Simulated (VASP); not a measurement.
Wanted: the native input for a VASP 6.6.1 run.

```yaml
Task: single point
Functional: PBE
Potentials_or_basis: VASP PAW PBE potentials, release 64 (B, N)
Cutoff: 520 eV
k_mesh: 13 × 13 × 13
Occupations: gaussian, width 0.01 eV
Spin: no spin polarisation
Dipole_correction: no
Further_INCAR_settings: ALGO = Normal; EDIFF = 1e-06; NBANDS = 11
```

The structure of BN (BN (F-43m)) lies in POSCAR:

```
BN
1.0
    0.0000000000      1.8120551918      1.8120551918
    1.8120551918      0.0000000000      1.8120551918
    1.8120551918      1.8120551918      0.0000000000
B N
1 1
Direct
    0.0000000000      0.0000000000      0.0000000000
    0.2500000000      0.2500000000      0.2500000000
```

One way to write it, as run:

INCAR

```
PREC = Accurate
ENCUT = 520
EDIFF = 1E-6
ISMEAR = 0
SIGMA = 0.01
LREAL = F
LASPH = T
NELM = 100
ALGO = Normal
ISIF = 2
LWAVE = F
LCHARG = F
GGA = PE
NBANDS = 11
```

KPOINTS

```
regular mesh
0
Gamma
  13 13 13
```

Potentials or basis: VASP PAW PBE potentials, release 64 (B, N).

Command:

```sh
$ cat potpaw_PBE.64/B/POTCAR potpaw_PBE.64/N/POTCAR > POTCAR
$ mpirun -np 1 vasp_std > vasp.out
```

Results of the run:

```json
{
  "Pressure": "0.4 GPa",
  "Band gap on the k mesh": "4.53 eV, indirect (least direct gap 8.78 eV)"
}
```

It took 12 s on 1 thread of AMD EPYC 9R45 (Zen 5) (shared host), peak memory 0.09 GiB.
